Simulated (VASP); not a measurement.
# LiAu6 (Fm-3m) in VASP: further runs

Runs on LiAu6. Level: PBE. Tasks: single point, relaxation of cell and atoms.

All numbers are computed with VASP 6.6.1; they aren't measurements. Logs are shortened: lines on timing, memory, paths and dates and some standing lists are left out, and cuts for length are marked.

## Step 1: The cell of the first run

Symmetry: Fm-3m, No. 225, cubic system. The conventional cell has a = 8.040 Å, b = 8.040 Å, c = 8.040 Å, α = 90.00°, β = 90.00°, γ = 90.00°. Li (site symmetry m-3m) has 12 Au at 2.84 Å within 3.7 Å. Au (site symmetry mmm) has 2 Li at 2.84 Å and 8 Au at 2.84 Å within 3.7 Å.

The cell was generated, and may not be a known phase.

## Step 2: Single point, PBE

INCAR

```
SYSTEM = LiAu6
  ALGO = Fast
  EDIFF = 1E-6
  ENCUT = 520
  GGA = PE
  ISIF = 2
  ISMEAR = 0
  LASPH = .TRUE.
  LCHARG = .TRUE.
  LELF = .TRUE.
  LREAL = .FALSE.
  LVHAR = .TRUE.
  LWAVE = .FALSE.
  NBANDS = 44
  NELM = 60
  PREC = Accurate
  SIGMA = 0.1
```

KPOINTS

```
k-points
0
G
  4 4 4
  0 0 0
```

POSCAR

```
LiAu6
1.0
    0.0000000000      4.0198631000      4.0198631000
    4.0198631000      0.0000000000      4.0198631000
    4.0198631000      4.0198631000      0.0000000000
Li Au
1 6
Direct
    0.0000000000      0.0000000000      0.0000000000
    0.5000000000      0.5000000000      0.0000000000
    0.5000000000      0.0000000000      0.5000000000
    0.0000000000      0.0000000000      0.5000000000
    0.0000000000      0.5000000000      0.0000000000
    0.0000000000      0.5000000000      0.5000000000
    0.5000000000      0.0000000000      0.0000000000
```

Potentials or basis: VASP PAW PBE potentials, release 64 (Li_sv, Au).

Launch:

```bash
$ cat potpaw_PBE.64/Li_sv/POTCAR potpaw_PBE.64/Au/POTCAR > POTCAR
$ mpirun -np 1 vasp_std > vasp.out
```

OUTCAR:

```text
SYSTEM = LiAu6
   EDIFF = 1E-6
   ENCUT = 520
   GGA = PE
   ISIF = 2
   ISMEAR = 0
   LASPH = .TRUE.
   LREAL = .FALSE.
   NELM = 60
   PREC = Accurate

 ion  position               nearest neighbor table
   1  0.000  0.000  0.000-   4 2.84   5 2.84   7 2.84   3 2.84   4 2.84   6 2.84   2 2.84   5 2.84
                             6 2.84   2 2.84   3 2.84   7 2.84
   2  0.500  0.500  0.000-   5 2.84   7 2.84   3 2.84   6 2.84   1 2.84   3 2.84   7 2.84   1 2.84
                             5 2.84   6 2.84
   3  0.500  0.000  0.500-   4 2.84   7 2.84   1 2.84   2 2.84   7 2.84   2 2.84   6 2.84   1 2.84
                             4 2.84   6 2.84
   4  0.000  0.000  0.500-   1 2.84   3 2.84   6 2.84   1 2.84   5 2.84   7 2.84   5 2.84   6 2.84
                             3 2.84   7 2.84
   5  0.000  0.500  0.000-   1 2.84   2 2.84   6 2.84   4 2.84   6 2.84   1 2.84   4 2.84   7 2.84
                             2 2.84   7 2.84
   6  0.000  0.500  0.500-   4 2.84   5 2.84   1 2.84   2 2.84   5 2.84   1 2.84   3 2.84   4 2.84
                             2 2.84   3 2.84
   7  0.500  0.000  0.000-   1 2.84   2 2.84   3 2.84   3 2.84   4 2.84   2 2.84   5 2.84   1 2.84
                             4 2.84   5 2.84

  LATTYP: Found a face centered cubic cell.
 ALAT       =     8.0397262000

  Lattice vectors:

 A1 = (   0.0000000000,   4.0198631000,   4.0198631000)
 A2 = (   4.0198631000,   0.0000000000,   4.0198631000)
 A3 = (   4.0198631000,   4.0198631000,   0.0000000000)

Analysis of symmetry for initial positions (statically):
=====================================================================
 Subroutine PRICEL returns:
 Original cell was already a primitive cell.

 Routine SETGRP: Setting up the symmetry group for a
 face centered cubic supercell.

 Subroutine GETGRP returns: Found 48 space group operations
 (whereof 48 operations were pure point group operations)
 out of a pool of 48 trial point group operations.

The static configuration has the point symmetry O_h .

Analysis of symmetry for dynamics (positions and initial velocities):
=====================================================================
 Subroutine PRICEL returns:
 Original cell was already a primitive cell.

 Routine SETGRP: Setting up the symmetry group for a
 face centered cubic supercell.

 Subroutine GETGRP returns: Found 48 space group operations
 (whereof 48 operations were pure point group operations)
 out of a pool of 48 trial point group operations.

The dynamic configuration has the point symmetry O_h .

 Subroutine INISYM returns: Found 48 space group operations
 (whereof 48 operations are pure point group operations),
 and found     1 'primitive' translations

----------------------------------------------------------------------------------------

                                     Primitive cell

  volume of cell :     129.9163

  direct lattice vectors                    reciprocal lattice vectors
     0.000000000  4.019863100  4.019863100    -0.124382345  0.124382345  0.124382345
     4.019863100  0.000000000  4.019863100     0.124382345 -0.124382345  0.124382345
     4.019863100  4.019863100  0.000000000     0.124382345  0.124382345 -0.124382345

  length of vectors
     5.684944915  5.684944915  5.684944915     0.215436542  0.215436542  0.215436542

  position of ions in fractional coordinates (direct lattice)
     0.000000000  0.000000000  0.000000000
     0.500000000  0.500000000  0.000000000
     0.500000000  0.000000000  0.500000000
     0.000000000  0.000000000  0.500000000
     0.000000000  0.500000000  0.000000000
     0.000000000  0.500000000  0.500000000
     0.500000000  0.000000000  0.000000000

  ion indices of the primitive-cell ions
   primitive index   ion index
                 1           1
                 2           2
                 3           3
                 4           4
                 5           5
                 6           6
                 7           7

----------------------------------------------------------------------------------------

 KPOINTS: k-points

Automatic generation of k-mesh.
 Grid dimensions read from file:
 generate k-points for:    4    4    4

 Generating k-lattice:

  Cartesian coordinates                     Fractional coordinates (reciprocal lattice)
    -0.031095586  0.031095586  0.031095586     0.250000000  0.000000000  0.000000000
     0.031095586 -0.031095586  0.031095586     0.000000000  0.250000000  0.000000000
     0.031095586  0.031095586 -0.031095586     0.000000000  0.000000000  0.250000000

  Length of vectors
     0.053859135  0.053859135  0.053859135

  Shift w.r.t. Gamma in fractional coordinates (k-lattice)
     0.000000000  0.000000000  0.000000000

 Subroutine IBZKPT returns following result:
 ===========================================

 Found      8 irreducible k-points:

 Following reciprocal coordinates:
            Coordinates               Weight
  0.000000  0.000000  0.000000      1.000000
  0.250000  0.000000  0.000000      8.000000
  0.500000  0.000000  0.000000      4.000000
  0.250000  0.250000  0.000000      6.000000
  0.500000  0.250000  0.000000     24.000000
 -0.250000  0.250000  0.000000     12.000000
  0.500000  0.500000  0.000000      3.000000
 -0.250000  0.500000  0.250000      6.000000
   k-points           NKPTS =      8   k-points in BZ     NKDIM =      8   number of bands    NBANDS=     44
   number of dos      NEDOS =    301   number of ions     NIONS =      7
   total plane-waves  NPLWV =  74088
   dimension x,y,z NGX =    42 NGY =   42 NGZ =   42
   dimension x,y,z NGXF=    84 NGYF=   84 NGZF=   84
   ions per type =               1   6
   NGX,Y,Z   is equivalent  to a cutoff of  12.28, 12.28, 12.28 a.u.
   NGXF,Y,Z  is equivalent  to a cutoff of  24.56, 24.56, 24.56 a.u.
 SYSTEM =  LiAu6
   PREC   = accura    normal or accurate (medium, high low for compatibility)
   ISTART =      0    job   : 0-new  1-cont  2-samecut
   ICHARG =      2    charge: 1-file 2-atom 10-const
   ISPIN  =      1    spin polarized calculation?
   LNONCOLLINEAR =      F non collinear calculations
   LSORBIT =      F    spin-orbit coupling
   LASPH  =      T    aspherical Exc in radial PAW
   ENCUT  =  520.0 eV  38.22 Ry    6.18 a.u.  10.57 10.57 10.57*2*pi/ulx,y,z
   NELM   =     60;   NELMIN=  2; NELMDL= -5     # of ELM steps
   EDIFF  = 0.1E-05   stopping-criterion for ELM
   LREAL  =      F    real-space projection
   EDIFFG = 0.1E-04   stopping-criterion for IOM
   NSW    =      0    number of steps for IOM
   IBRION =     -1    ionic relax: 0-MD 1-quasi-New 2-CG
   NFREE  =      0    steps in history (QN), initial steepest desc. (CG)
   ISIF   =      2    stress and relaxation
   ISYM   =      2    0-nonsym 1-usesym 2-fastsym
   POTIM  = 0.5000    time-step for ionic-motion
   TEBEG  =    0.0;   TEEND  =   0.0 temperature during run
   PSTRESS=    0.0 pullay stress
   NELECT =      69.0000    total number of electrons
   NUPDOWN=      -1.0000    fix difference up-down
   EMIN   =  10.00;   EMAX   =-10.00  energy-range for DOS
   EFERMI =   0.00;   METHOD = LEGACY
   ISMEAR =     0;   SIGMA  =   0.10  broadening in eV -4-tet -1-fermi 0-gaus
   EFERMI_NEDOS =   21; number of points for ismear=-14 and -15
   IALGO  =     68    algorithm
   IMIX   =      4    mixing-type and parameters
     AMIX     =   0.40;   BMIX     =  1.00
     AMIX_MAG =   1.60;   BMIX_MAG =  1.00
  volume/ion in A,a.u.               =      18.56       125.25
  Fermi-wavevector in a.u.,A,eV,Ry     =   1.325775  2.505352 23.914691  1.757680
  Thomas-Fermi vector in A             =   2.455211
   LORBIT       =      0    0 simple, 1 ext, 2 COOP (PROOUT), +10 PAW based schemes
   GGA     = PE    functional components
   LHFCALC =     F    Hartree Fock is set to
   AEXX    =    0.0000 exact exchange contribution
   IVDW    =     0    specifies the selected vdW correction
   LEPSILON=     F    determine dielectric tensor
   LRPA    =     F    only Hartree local field effects (RPA)
 non-spin polarized calculation
 RMM-DIIS sequential band-by-band and
 Gauss-broadening in eV      SIGMA  =   0.10
  energy-cutoff  :      520.00
  volume of cell :      129.92
 maximum number of plane-waves:      3512
   NGX = 21   NGY = 21   NGZ = 21

 number of electron      68.9999982 magnetization

 Free energy of the ion-electron system (eV)
  ---------------------------------------------------
  ext. energy  EPLUGINS =         0.00000000
  ---------------------------------------------------
  free energy    TOTEN  =       -22.39197091 eV

  energy without entropy =      -22.36784057  energy(sigma->0) =      -22.37990574

 E-fermi :   7.2324     XC(G=0): -11.4083

 val. band max:        7.2158772889   @ k =  -0.2500   0.2500   0.0000
 cond. band min:       7.2727917419   @ k =   0.2500   0.2500   0.0000
 fundamental gap:      0.0569144530
 Fermi energy:         7.2324316689

 k-point     1 :       0.0000    0.0000    0.0000
  band No.  band energies     occupation
      1     -38.8648      2.00000
      2      -1.8123      2.00000
      3       0.4164      2.00000
      4       0.4164      2.00000
      5       0.4164      2.00000
      6       0.4365      2.00000
[... 36 lines left out ...]
     43      12.7850      0.00000
     44      12.7860      0.00000

 k-point     2 :       0.2500    0.0000    0.0000
  band No.  band energies     occupation
      1     -38.8648      2.00000
      2      -1.3269      2.00000
      3       0.2975      2.00000
      4       0.7370      2.00000
      5       0.8218      2.00000
      6       0.8218      2.00000
[... 36 lines left out ...]
     43      14.4891      0.00000
     44      14.5050      0.00000

 k-point     3 :       0.5000    0.0000    0.0000
  band No.  band energies     occupation
      1     -38.8647      2.00000
      2      -0.3097      2.00000
      3      -0.2316      2.00000
      4       1.3483      2.00000
      5       1.3483      2.00000
      6       1.4312      2.00000
[... 224 lines left out ...]
     43      14.9578      0.00000
     44      15.4080      0.00000

 k-point     8 :      -0.2500    0.5000    0.2500
  band No.  band energies     occupation
      1     -38.8647      2.00000
      2       0.3504      2.00000
      3       0.3504      2.00000
      4       1.3194      2.00000
      5       1.3782      2.00000
      6       1.5063      2.00000
[... 36 lines left out ...]
     43      14.6451      0.00000
     44      15.4239      0.00000

------------------------ aborting loop because EDIFF is reached ----------------------------------------

  FORCE on cell =-STRESS in cart. coord.  units (eV):
  Direction    XX          YY          ZZ          XY          YZ          ZX
  --------------------------------------------------------------------------------------
  -------------------------------------------------------------------------------------
  Total       -0.5001145     -0.5001145     -0.5001145      0.0000000      0.0000000     -0.0000000
  in kB       -6.1676008     -6.1676008     -6.1676008      0.0000000      0.0000000     -0.0000000
  external PRESSURE =      -6.1676008 kB  Pullay stress =       0.0000000 kB

 VOLUME and BASIS-vectors are now :
 -----------------------------------------------------------------------------
  energy-cutoff  :      520.00
  volume of cell :      129.92
      direct lattice vectors                 reciprocal lattice vectors
     0.000000000  4.019863100  4.019863100    -0.124382345  0.124382345  0.124382345
     4.019863100  0.000000000  4.019863100     0.124382345 -0.124382345  0.124382345
     4.019863100  4.019863100  0.000000000     0.124382345  0.124382345 -0.124382345

 POSITION                                       TOTAL-FORCE (eV/Angst)
 -----------------------------------------------------------------------------------
      0.00000      0.00000      0.00000         0.000000     -0.000000      0.000000
      2.00993      2.00993      4.01986         0.000000      0.000000      0.000000
      2.00993      4.01986      2.00993         0.000000      0.000000      0.000000
      2.00993      2.00993      0.00000         0.000000      0.000000     -0.000000
      2.00993      0.00000      2.00993         0.000000     -0.000000      0.000000
      4.01986      2.00993      2.00993        -0.000000     -0.000000      0.000000
      0.00000      2.00993      2.00993        -0.000000     -0.000000      0.000000
 -----------------------------------------------------------------------------------
    total drift:                               -0.000000     -0.000000      0.000000

  FREE ENERGIE OF THE ION-ELECTRON SYSTEM (eV)
  ---------------------------------------------------
  free  energy   TOTEN  =       -22.3919709060 eV

  energy  without entropy=      -22.3678405672  energy(sigma->0) =      -22.37990574
```

Run time: 68 s. Hardware: 1 thread of Intel Xeon Platinum 8559C (Emerald Rapids), shared host; peak memory 0.26 GiB.

Results:

```yaml
Free_energy: -22.3920 eV
Band_gap_on_the_k_mesh: zero (an odd number of electrons rules out a gap without spin polarisation)
```

Caveat: the cutoff is under 1.25 times the usual one of these potentials, so pressure, stress and relaxed cells hold a basis-set (Pulay) error; spin-orbit coupling is left out, which moves the levels of the heavy elements.

## Step 3: Single point, PBE

INCAR

```
ALGO = Fast
EDIFF = 1E-7
ENCUT = 520
GGA = PE
ISIF = 2
ISMEAR = 0
LASPH = True
LCHARG = False
LREAL = False
LWAVE = False
NBANDS = 44
NELM = 80
PREC = Accurate
SIGMA = 0.1
```

KPOINTS

```
k-points
0
Gamma
  8 8 8
```

POSCAR is that of step 2.

Potentials or basis: VASP PAW PBE potentials, release 64 (Li_sv, Au).

Launch:

```bash
$ cat potpaw_PBE.64/Li_sv/POTCAR potpaw_PBE.64/Au/POTCAR > POTCAR
$ mpirun -np 1 vasp_std > vasp.out
```

It took 4.6 min on 1 thread of Intel Xeon Platinum 8559C (Emerald Rapids), shared host; peak memory 0.31 GiB.

It converged, with:

```yaml
Free_energy: -22.5256 eV
Band_gap_on_the_k_mesh: zero (an odd number of electrons rules out a gap without spin polarisation)
```

Levels at points of the mesh, in eV from the Fermi level:
| k point | band 32 | band 33 | band 34 | band 35 | band 36 | band 37 |
| --- | --- | --- | --- | --- | --- | --- |
| (0.00, 0.00, 0.00) | -1.19 | -0.56 | 0.25 | 0.25 | 0.25 | 2.53 |
| (0.50, 0.00, 0.00) | -1.45 | -1.40 | 1.37 | 1.37 | 1.46 | 1.83 |
| (0.50, 0.50, 0.00) | -2.39 | -2.19 | -1.19 | 0.49 | 0.49 | 0.81 |

Caveat: the cutoff is under 1.25 times the usual one of these potentials, so pressure, stress and relaxed cells hold a basis-set (Pulay) error; spin-orbit coupling is left out, which moves the levels of the heavy elements.

## Step 4: Single point, PBE

INCAR

```
SYSTEM = LiAu6
ALGO = Fast
EDIFF = 1E-6
ENCUT = 520
GGA = PE
ISIF = 2
ISMEAR = -1
LASPH = .True.
LCHARG = .False.
LREAL = .False.
LWAVE = .False.
NBANDS = 44
NELM = 80
PREC = Accurate
SIGMA = 0.15
```

KPOINTS

```
k-points
0
Gamma
  8 8 8
  0 0 0
```

POSCAR is that of step 3.

Launch:

```bash
$ cat potpaw_PBE.64/Li_sv/POTCAR potpaw_PBE.64/Au/POTCAR > POTCAR
$ mpirun -np 1 vasp_std > vasp.out
```

It took 3.7 min on 1 thread of Intel Xeon Platinum 8559C (Emerald Rapids), shared host; peak memory 0.32 GiB.

Results (log left out):

| Item | Value |
| --- | --- |
| Free energy | -22.5751 eV |
| Band gap on the k mesh | zero (an odd number of electrons rules out a gap without spin polarisation) |

Levels at points of the mesh, in eV from the Fermi level:
| k point | band 31 | band 32 | band 33 | band 34 | band 35 | band 36 | band 37 | band 38 |
| --- | --- | --- | --- | --- | --- | --- | --- | --- |
| (0.00, 0.00, 0.00) | -1.28 | -1.28 | -0.64 | 0.17 | 0.17 | 0.17 | 2.45 | 2.45 |
| (0.50, 0.00, 0.00) | -2.77 | -1.53 | -1.48 | 1.28 | 1.28 | 1.38 | 1.75 | 1.75 |
| (0.50, 0.50, 0.00) | -2.66 | -2.47 | -2.28 | -1.28 | 0.40 | 0.40 | 0.73 | 5.93 |

Caveat: the cutoff is under 1.25 times the usual one of these potentials, so pressure, stress and relaxed cells hold a basis-set (Pulay) error; spin-orbit coupling is left out, which moves the levels of the heavy elements.

(Part 1 of 2 ends here.)

The gap in the log of VASP goes by the Fermi energy; the results here count the filled bands.